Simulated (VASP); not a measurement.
# Rb (P-3m1) in VASP: single point with PBE

Aim: the single point of Rb with PBE.

All numbers are computed with VASP 6.6.1; they aren't measurements. Logs are shortened: lines on timing, memory, paths and dates and some standing lists are left out, and cuts for length are marked.

## Step 1: The cell of the first run

Symmetry: P-3m1, No. 164, trigonal system. Conventional cell: a = 5.272 Å, b = 5.272 Å, c = 8.620 Å, α = 90.00°, β = 90.00°, γ = 120.00°.

## Step 2: Single point, PBE (strained and its atoms moved)

The input, INCAR:

```
SYSTEM = Rb
  ALGO = Fast
  EDIFF = 1E-7
  ENCUT = 520
  GGA = PE
  ISIF = 2
  ISMEAR = 0
  LASPH = .TRUE.
  LCHARG = .FALSE.
  LREAL = .FALSE.
  LWAVE = .FALSE.
  NBANDS = 16
  NELM = 60
  PREC = Accurate
  SIGMA = 0.1
```

The input, KPOINTS:

```
k-points
0
G
  9 9 6
  0 0 0
```

The input, POSCAR:

```
Rb
1.0
    5.2719421299      0.0000000000      0.0000000000
   -2.6359710650      4.5656358117      0.0000000000
    0.0000000000      0.0000000000      8.6202698240
Rb
2
Direct
    0.3333333300      0.6666666700      0.2796136322
    0.6666666700      0.3333333300      0.7203863678
```

Potentials or basis: VASP PAW PBE potentials, release 64 (Rb_sv).

Started as:

```sh
cat potpaw_PBE.64/Rb_sv/POTCAR > POTCAR
mpirun -np 1 vasp_std > vasp.out
```

OUTCAR:

```text
SYSTEM = Rb
   EDIFF = 1E-7
   ENCUT = 520
   GGA = PE
   ISIF = 2
   ISMEAR = 0
   LASPH = .TRUE.
   LREAL = .FALSE.
   NELM = 60
   PREC = Accurate

 ion  position               nearest neighbor table
   1  0.333  0.667  0.280-   2 4.87   2 4.87   2 4.87   2 5.70   2 5.70   2 5.70
   2  0.667  0.333  0.720-   1 4.87   1 4.87   1 4.87   1 5.70   1 5.70   1 5.70

  LATTYP: Found a hexagonal cell.
 ALAT       =     5.2719421299
 C/A-ratio  =     1.6351222399

  Lattice vectors:

 A1 = (   5.2719421299,   0.0000000000,   0.0000000000)
 A2 = (  -2.6359710650,   4.5656358117,   0.0000000000)
 A3 = (   0.0000000000,   0.0000000000,   8.6202698240)

Analysis of symmetry for initial positions (statically):
=====================================================================
 Subroutine PRICEL returns:
 Original cell was already a primitive cell.

 Routine SETGRP: Setting up the symmetry group for a
 hexagonal supercell.

 Subroutine GETGRP returns: Found 12 space group operations
 (whereof 12 operations were pure point group operations)
 out of a pool of 24 trial point group operations.

The static configuration has the point symmetry D_3d.

Analysis of symmetry for dynamics (positions and initial velocities):
=====================================================================
 Subroutine PRICEL returns:
 Original cell was already a primitive cell.

 Routine SETGRP: Setting up the symmetry group for a
 hexagonal supercell.

 Subroutine GETGRP returns: Found 12 space group operations
 (whereof 12 operations were pure point group operations)
 out of a pool of 24 trial point group operations.

The dynamic configuration has the point symmetry D_3d.

 Subroutine INISYM returns: Found 12 space group operations
 (whereof 12 operations are pure point group operations),
 and found     1 'primitive' translations

----------------------------------------------------------------------------------------

                                     Primitive cell

  volume of cell :     207.4879

  direct lattice vectors                    reciprocal lattice vectors
     5.271942130  0.000000000  0.000000000     0.189683417  0.109513772  0.000000000
    -2.635971065  4.565635812  0.000000000     0.000000000  0.219027544  0.000000000
     0.000000000  0.000000000  8.620269824     0.000000000  0.000000000  0.116005650

  length of vectors
     5.271942130  5.271942130  8.620269824     0.219027544  0.219027544  0.116005650

  position of ions in fractional coordinates (direct lattice)
     0.333333330  0.666666670  0.279613632
     0.666666670  0.333333330  0.720386368

  ion indices of the primitive-cell ions
   primitive index   ion index
                 1           1
                 2           2

----------------------------------------------------------------------------------------

 KPOINTS: k-points

Automatic generation of k-mesh.
 Grid dimensions read from file:
 generate k-points for:    9    9    6

 Generating k-lattice:

  Cartesian coordinates                     Fractional coordinates (reciprocal lattice)
     0.021075935  0.012168197  0.000000000     0.111111111 -0.000000000  0.000000000
     0.000000000  0.024336394  0.000000000     0.000000000  0.111111111  0.000000000
     0.000000000  0.000000000  0.019334275     0.000000000  0.000000000  0.166666667

  Length of vectors
     0.024336394  0.024336394  0.019334275

  Shift w.r.t. Gamma in fractional coordinates (k-lattice)
     0.000000000  0.000000000  0.000000000

 Subroutine IBZKPT returns following result:
 ===========================================

 Found     62 irreducible k-points:

 Following reciprocal coordinates:
            Coordinates               Weight
  0.000000  0.000000  0.000000      1.000000
  0.111111 -0.000000  0.000000      6.000000
  0.222222 -0.000000  0.000000      6.000000
  0.333333 -0.000000  0.000000      6.000000
  0.444444 -0.000000  0.000000      6.000000
  0.111111  0.111111  0.000000      6.000000
[... 16 lines left out ...]
  0.222222  0.111111  0.166667     12.000000
 -0.111111  0.333333  0.166667     12.000000
 [... further k-points ...]
   k-points           NKPTS =     62   k-points in BZ     NKDIM =     62   number of bands    NBANDS=     16
   number of dos      NEDOS =    301   number of ions     NIONS =      2
   total plane-waves  NPLWV = 102400
   dimension x,y,z NGX =    40 NGY =   40 NGZ =   64
   dimension x,y,z NGXF=    80 NGYF=   80 NGZF=  128
   ions per type =               2
   NGX,Y,Z   is equivalent  to a cutoff of  12.61, 12.61, 12.34 a.u.
   NGXF,Y,Z  is equivalent  to a cutoff of  25.23, 25.23, 24.69 a.u.
 SYSTEM =  Rb
   PREC   = accura    normal or accurate (medium, high low for compatibility)
   ISTART =      0    job   : 0-new  1-cont  2-samecut
   ICHARG =      2    charge: 1-file 2-atom 10-const
   ISPIN  =      1    spin polarized calculation?
   LNONCOLLINEAR =      F non collinear calculations
   LSORBIT =      F    spin-orbit coupling
   LASPH  =      T    aspherical Exc in radial PAW
   ENCUT  =  520.0 eV  38.22 Ry    6.18 a.u.   9.80  9.80 16.03*2*pi/ulx,y,z
   NELM   =     60;   NELMIN=  2; NELMDL= -5     # of ELM steps
   EDIFF  = 0.1E-06   stopping-criterion for ELM
   LREAL  =      F    real-space projection
   EDIFFG = 0.1E-05   stopping-criterion for IOM
   NSW    =      0    number of steps for IOM
   IBRION =     -1    ionic relax: 0-MD 1-quasi-New 2-CG
   NFREE  =      0    steps in history (QN), initial steepest desc. (CG)
   ISIF   =      2    stress and relaxation
   ISYM   =      2    0-nonsym 1-usesym 2-fastsym
   POTIM  = 0.5000    time-step for ionic-motion
   TEBEG  =    0.0;   TEEND  =   0.0 temperature during run
   PSTRESS=    0.0 pullay stress
   NELECT =      18.0000    total number of electrons
   NUPDOWN=      -1.0000    fix difference up-down
   EMIN   =  10.00;   EMAX   =-10.00  energy-range for DOS
   EFERMI =   0.00;   METHOD = LEGACY
   ISMEAR =     0;   SIGMA  =   0.10  broadening in eV -4-tet -1-fermi 0-gaus
   EFERMI_NEDOS =   21; number of points for ismear=-14 and -15
   IALGO  =     68    algorithm
   IMIX   =      4    mixing-type and parameters
     AMIX     =   0.40;   BMIX     =  1.00
     AMIX_MAG =   1.60;   BMIX_MAG =  1.00
  volume/ion in A,a.u.               =     103.74       700.10
  Fermi-wavevector in a.u.,A,eV,Ry     =   0.724716  1.369515  7.145968  0.525214
  Thomas-Fermi vector in A             =   1.815256
   LORBIT       =      0    0 simple, 1 ext, 2 COOP (PROOUT), +10 PAW based schemes
   GGA     = PE    functional components
   LHFCALC =     F    Hartree Fock is set to
   AEXX    =    0.0000 exact exchange contribution
   IVDW    =     0    specifies the selected vdW correction
   LEPSILON=     F    determine dielectric tensor
   LRPA    =     F    only Hartree local field effects (RPA)
 non-spin polarized calculation
 RMM-DIIS sequential band-by-band and
 Gauss-broadening in eV      SIGMA  =   0.10
  energy-cutoff  :      520.00
  volume of cell :      207.49
 maximum number of plane-waves:      5610
   NGX = 19   NGY = 19   NGZ = 33

 number of electron      18.0000000 magnetization

 Free energy of the ion-electron system (eV)
  ---------------------------------------------------
  ext. energy  EPLUGINS =         0.00000000
  ---------------------------------------------------
  free energy    TOTEN  =        -1.82603553 eV

  energy without entropy =       -1.81643137  energy(sigma->0) =       -1.82123345

 E-fermi :  -0.2357     XC(G=0):  -5.1459

 val. band max:       -0.2858010558   @ k =   0.0000   0.4444   0.3333
 cond. band min:      -0.2136621060   @ k =   0.1111   0.1111   0.1667
 fundamental gap:      0.0721389498
 Fermi energy:        -0.2357475513

 k-point     1 :       0.0000    0.0000    0.0000
  band No.  band energies     occupation
      1     -29.2339      2.00000
      2     -29.2305      2.00000
      3     -13.3568      2.00000
      4     -13.2969      2.00000
      5     -13.2969      2.00000
      6     -13.2834      2.00000
[... 8 lines left out ...]
     15       3.3654      0.00000
     16       3.3654      0.00000

 k-point     2 :       0.1111   -0.0000    0.0000
  band No.  band energies     occupation
      1     -29.2337      2.00000
      2     -29.2304      2.00000
      3     -13.3546      2.00000
      4     -13.3035      2.00000
      5     -13.2987      2.00000
      6     -13.2884      2.00000
[... 8 lines left out ...]
     15       3.4575      0.00000
     16       3.4609      0.00000

 k-point     3 :       0.2222   -0.0000    0.0000
  band No.  band energies     occupation
      1     -29.2330      2.00000
      2     -29.2303      2.00000
      3     -13.3491      2.00000
      4     -13.3183      2.00000
      5     -13.3032      2.00000
      6     -13.3004      2.00000
[... 8 lines left out ...]
     15       3.1890      0.00000
     16       3.5229      0.00000

 k-point     4 :       0.3333   -0.0000    0.0000
  band No.  band energies     occupation
      1     -29.2322      2.00000
      2     -29.2302      2.00000
      3     -13.3445      2.00000
      4     -13.3341      2.00000
      5     -13.3107      2.00000
      6     -13.3081      2.00000
[... 8 lines left out ...]
     15       3.1091      0.00000
     16       3.6395      0.00000
[... 324 lines left out ...]
 k-point    22 :       0.1111    0.1111    0.1667
  band No.  band energies     occupation
      1     -29.2332      2.00000
      2     -29.2304      2.00000
      3     -13.3489      2.00000
      4     -13.3134      2.00000
      5     -13.3041      2.00000
      6     -13.2949      2.00000
[... 8 lines left out ...]
     15       3.1787      0.00000
     16       3.3986      0.00000

 k-point    23 :       0.2222    0.1111    0.1667
  band No.  band energies     occupation
      1     -29.2324      2.00000
      2     -29.2303      2.00000
      3     -13.3453      2.00000
      4     -13.3261      2.00000
      5     -13.3135      2.00000
      6     -13.3016      2.00000
[... 8 lines left out ...]
     15       2.9977      0.00000
     16       3.3952      0.00000

 k-point    24 :      -0.1111    0.3333    0.1667
  band No.  band energies     occupation
      1     -29.2324      2.00000
      2     -29.2303      2.00000
      3     -13.3448      2.00000
      4     -13.3278      2.00000
      5     -13.3120      2.00000
      6     -13.3018      2.00000
[... 8 lines left out ...]
     15       2.8692      0.00000
     16       3.6400      0.00000

 [... further k-points ...]

------------------------ aborting loop because EDIFF is reached ----------------------------------------

  FORCE on cell =-STRESS in cart. coord.  units (eV):
  Direction    XX          YY          ZZ          XY          YZ          ZX
  --------------------------------------------------------------------------------------
  -------------------------------------------------------------------------------------
  Total       -0.3135809     -0.3135809     -0.1534897      0.0000000      0.0000000     -0.0000000
  in kB       -2.4214052     -2.4214052     -1.1852151      0.0000000      0.0000000     -0.0000000
  external PRESSURE =      -2.0093418 kB  Pullay stress =       0.0000000 kB

 VOLUME and BASIS-vectors are now :
 -----------------------------------------------------------------------------
  energy-cutoff  :      520.00
  volume of cell :      207.49
      direct lattice vectors                 reciprocal lattice vectors
     5.271942130  0.000000000  0.000000000     0.189683417  0.109513772  0.000000000
    -2.635971065  4.565635812  0.000000000     0.000000000  0.219027544  0.000000000
     0.000000000  0.000000000  8.620269824     0.000000000  0.000000000  0.116005650

 POSITION                                       TOTAL-FORCE (eV/Angst)
 -----------------------------------------------------------------------------------
     -0.00000      3.04376      2.41034         0.000000      0.000000     -0.116787
      2.63597      1.52188      6.20992        -0.000000      0.000000      0.116787
 -----------------------------------------------------------------------------------
    total drift:                                0.000000     -0.000000     -0.000000

  FREE ENERGIE OF THE ION-ELECTRON SYSTEM (eV)
  ---------------------------------------------------
  free  energy   TOTEN  =        -1.8260355262 eV

  energy  without entropy=       -1.8164313749  energy(sigma->0) =       -1.82123345
```

Run time: 2.6 min. Hardware: 1 thread of Oxide Virtual Turin-like, shared host; peak memory 0.36 GiB.

Results:

```yaml
Free_energy: -1.8260 eV
Pressure: -0.2 GPa
Largest_force: 0.117 eV/Å
Band_gap_on_the_k_mesh: zero (bands 9 and 10 overlap by 1.96 eV)
```

Forces on the atoms (eV/Å):
```
Rb   0.000  0.000 -0.117
Rb   0.000  0.000  0.117
```

Levels at points of the mesh, in eV from the Fermi level:
```
           k point  band 5  band 6  band 7  band 8  band 9  band 10  band 11  band 12  band 13  band 14
(0.00, 0.00, 0.00)  -13.06  -13.05  -13.05  -13.05   -1.83     0.12     0.59     3.28     3.28     3.52
(0.00, 0.00, 0.50)  -13.06  -13.06  -13.05  -13.05   -1.37    -1.07     1.94     2.56     3.28     3.28
```

Caveat: the cell differs from its parent crystal (strained and its atoms moved).

The gap in the log of VASP goes by the Fermi energy; the results here count the filled bands.